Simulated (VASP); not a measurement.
The system is Sb.

```
CELL_PARAMETERS angstrom
2.17890 1.25799 3.79327
-2.17890 1.25799 3.79327
0.00000 -2.51598 3.79327
ATOMIC_POSITIONS crystal
Sb 0.23364 0.23364 0.23364
Sb 0.76636 0.76636 0.76636
```

This cell differs from its parent crystal: functional pbesol, volume scaled by 1.04.

Base run:

- Program: VASP 6.6.1
- Functional: PBEsol
- Potentials or basis: VASP PAW PBE potentials, release 64 (Sb)
- Cutoff: 520 eV
- k mesh: 9 × 9 × 9
- Occupations: fermi-dirac, width 0.05 eV
- Spin: no spin polarisation

Its results: band gap on the k mesh 0.14 eV, indirect (least direct gap 0.49 eV); pressure -1.6 GPa.

**Question.** The run is repeated on the same cell with these changes: potentials or basis from VASP PAW PBE potentials, release 64 (Sb) to VASP PAW PBE potentials, release 64 (Sb_d_GW); cutoff from 520 eV to 400 eV; further incar settings from ALGO = Normal; EDIFF = 1e-08; NBANDS = 12 to ALGO = Normal; EDIFF = 1e-08; NBANDS = 22; valence electrons from 10 to 30. What comes out?

**Answer.** Band gap on the k mesh 0.14 eV, indirect (least direct gap 0.50 eV); pressure -2.0 GPa.

Caveats: the PAW data sets were made with another functional, which shifts forces and pressure a little; spin-orbit coupling is left out, which moves the levels of the heavy elements.

A k mesh can miss the band edges.
